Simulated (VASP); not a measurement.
A run of VASP 6.6.1:

File POSCAR:

```
Ga
1.0
   -1.4250600000      1.4250600000      2.2290000000
    1.4250600000     -1.4250600000      2.2290000000
    1.4250600000      1.4250600000     -2.2290000000
Ga
1
Direct
    0.0000000000      0.0000000000      0.0000000000
```

The input INCAR.step1:

```
SYSTEM = Ga
PREC = Accurate
ENCUT = 520
ISMEAR = 0
SIGMA = 0.15
LREAL = .False.
LASPH = .True.
NELM = 100
NBANDS = 12
GGA = PE
ALGO = Normal
EDIFF = 1E-4
LWAVE = .True.
LCHARG = .False.
```

The input INCAR.step2:

```
SYSTEM = Ga
PREC = Accurate
ENCUT = 520
EDIFF = 1E-7
ISMEAR = 0
SIGMA = 0.15
LREAL = .False.
LASPH = .True.
NELM = 100
ALGO = Normal
ISIF = 2
LWAVE = .False.
LCHARG = .True.
METAGGA = R2SCAN
LMIXTAU = .True.
LELF = .True.
LVHAR = .True.
NBANDS = 12
ISTART = 1
```

The input KPOINTS:

```
Automatic mesh
0
Gamma
  24 24 24
  0 0 0
```

Potentials or basis: VASP PAW PBE potentials, release 64 (Ga_d).

Command:

```bash
$ cat potpaw_PBE.64/Ga_d/POTCAR > POTCAR
$ cp INCAR.step1 INCAR
$ mpirun -np 1 vasp_std > vasp.out
$ cp INCAR.step2 INCAR
$ mpirun -np 1 vasp_std > vasp.out
```

Hardware: 1 thread of Intel(R) Xeon(R) 6975P-C (Granite Rapids), on a shared host.

Task: Estimate the wall time of this run.

Result: It took 4.1 min on 1 thread of Intel(R) Xeon(R) 6975P-C (Granite Rapids), on a shared host, peak memory 0.34 GiB. Counts: k points 1063.
